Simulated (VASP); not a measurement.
**InSe: single point with r2SCANh**

The system is InSe.

```xyz
4
Lattice="2.0000 1.1547 8.4400 -2.0000 1.1547 8.4400 0.0000 -2.3094 8.4400" Properties=species:S:1:pos:R:3 pbc="T T T"
In    0.0000    0.0000    0.0000
In    0.0000    0.0000    2.8206
Se    0.0000    0.0000   15.6098
Se    0.0000    0.0000   20.9675
```

```
Program                            : VASP 6.6.1
Task                               : single point
Functional                         : r2SCANh
Potentials or basis                : VASP PAW PBE potentials, release 64 (In_d, Se)
Cutoff                             : 520 eV
k mesh                             : 4 × 4 × 4
Occupations                        : gaussian, width 0.01 eV
Spin                               : no spin polarisation
Dipole correction                  : no
Grid for exact exchange (PRECFOCK) : Normal
Further INCAR settings             : ALGO = Normal; EDIFF = 1e-06; NBANDS = 27
Share of exact exchange            : 0.1
```

* Pressure: 0.8 GPa
* Largest force: 0.182 eV/Å
* Band gap on the k mesh: 1.30 eV

Forces in eV/Å, atoms in the order of the input:
```
In   0.000  0.000  0.165
In   0.000  0.000 -0.182
Se   0.000  0.000  0.061
Se   0.000  0.000 -0.044
```

Stress tensor (GPa, compression positive):
```
 1.25  0.00  0.00
 0.00  1.25  0.00
 0.00  0.00 -0.22
```

Levels at points of the mesh, in eV from the valence-band top:
```tsv
k point	band 17	band 18	band 19	band 20	band 21	band 22
(0.00, 0.00, 0.00)	-1.46	-1.36	-1.36	2.55	3.06	5.28
(0.50, 0.00, 0.00)	-2.55	-2.45	-1.79	1.92	2.80	4.50
(0.50, 0.50, 0.00)	-2.73	-2.25	-1.61	1.96	2.73	4.15
(0.50, 0.50, 0.50)	-1.28	-1.28	0.00	1.30	3.12	5.20
```

Wall time 25 min on 1 × NVIDIA H100 80GB with 1 thread of Intel(R) Xeon(R) Platinum 8481C CPU @ 2.70GHz (Sapphire Rapids), on a shared host, peak memory 1.4 GiB.

Caveat: the k points lie up to 0.46 Å⁻¹ apart; the PAW data sets were made with another functional, which shifts forces and pressure a little; spin-orbit coupling is left out, which moves the levels of the heavy elements. A k mesh can miss the band edges.
